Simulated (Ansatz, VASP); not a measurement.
Two plane-wave programs on C

```xyz
3
Lattice="6.1909 0.0000 0.0000 -3.0954 5.3614 0.0000 0.0000 0.0000 1.2749" Properties=species:S:1:pos:R:3 pbc="T T T"
C     0.0000    0.0000    0.0000
C     0.0000    3.5743    0.6375
C     3.0954    1.7871    0.6375
```

Alike in both runs: functional r2SCAN; k mesh 9 × 9 × 36; occupations gaussian, width 0.1 eV; no spin polarisation.

Ansatz relaxed the structure, and its values are those at the end. VASP's run is a single point on that final structure, the one shown.

|  | VASP | Ansatz |
| --- | --- | --- |
| version | VASP 6.6.1 | Ansatz 0.2.0 |
| potentials or method | VASP PAW PBE potentials, release 64 (C), cutoff 520 eV | scalar-relativistic, plane waves, PAW |
| valence electrons in the cell | 12 | 12 |

```tsv
	VASP	Ansatz	Ansatz less VASP
gap on the k mesh at the Fermi level (eV)	none	none	-
pressure (GPa)	0.0	0.0	+0.02
```

VASP's potentials were made for PBE, not for r2SCAN. A gap of «none» marks a metal or a gap that the smearing closes.
